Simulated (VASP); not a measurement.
MgCd3O4: single point with PBE

MgCd3O4:

```
Mg Cd O
1.0
     4.72664    0.00000    0.00000
     0.00000    4.72664    0.00000
     0.00000    0.00000    4.72664
Mg Cd O
1 3 4
Direct
  0.50000 0.50000 0.50000
  0.00000 0.00000 0.50000
  0.00000 0.50000 0.00000
  0.50000 0.00000 0.00000
  0.00000 0.00000 0.00000
  0.50000 0.50000 0.00000
  0.50000 0.00000 0.50000
  0.00000 0.50000 0.50000
```

This cell differs from its parent crystal: volume scaled by 1.03.

| Item | Value |
| --- | --- |
| Program | VASP 6.6.1 |
| Task | single point |
| Functional | PBE |
| Potentials or basis | VASP PAW PBE potentials, release 64 (Mg, Cd, O) |
| Cutoff | 520 eV |
| k mesh | 8 × 8 × 8 |
| Occupations | gaussian, width 0.1 eV |
| Spin | no spin polarisation |
| Dipole correction | no |
| Further INCAR settings | ALGO = Normal; EDIFF = 1e-06; NBANDS = 41 |

```json
{
  "Pressure": "-2.7 GPa",
  "Band gap on the k mesh": "zero (band 31 reaches 1.95 eV, above the bottom of band 32 at 1.73 eV)"
}
```

Levels at points of the mesh, in eV from the Fermi level:
| k point | band 29 | band 30 | band 31 | band 32 | band 33 | band 34 |
| --- | --- | --- | --- | --- | --- | --- |
| (0.00, 0.00, 0.00) | -1.32 | -1.32 | -1.32 | -0.32 | 3.67 | 3.67 |
| (0.50, 0.00, 0.00) | -1.77 | -1.58 | -1.58 | 3.41 | 3.58 | 5.78 |
| (0.50, 0.50, 0.00) | -0.22 | -0.22 | -0.20 | 4.99 | 5.07 | 5.07 |
| (0.50, 0.50, 0.50) | -0.09 | -0.09 | -0.09 | 4.33 | 4.46 | 4.46 |

Run time: 2.2 min on 1 thread of Intel(R) Xeon(R) Platinum 8488C (Sapphire Rapids), on a shared host, peak memory 0.27 GiB.
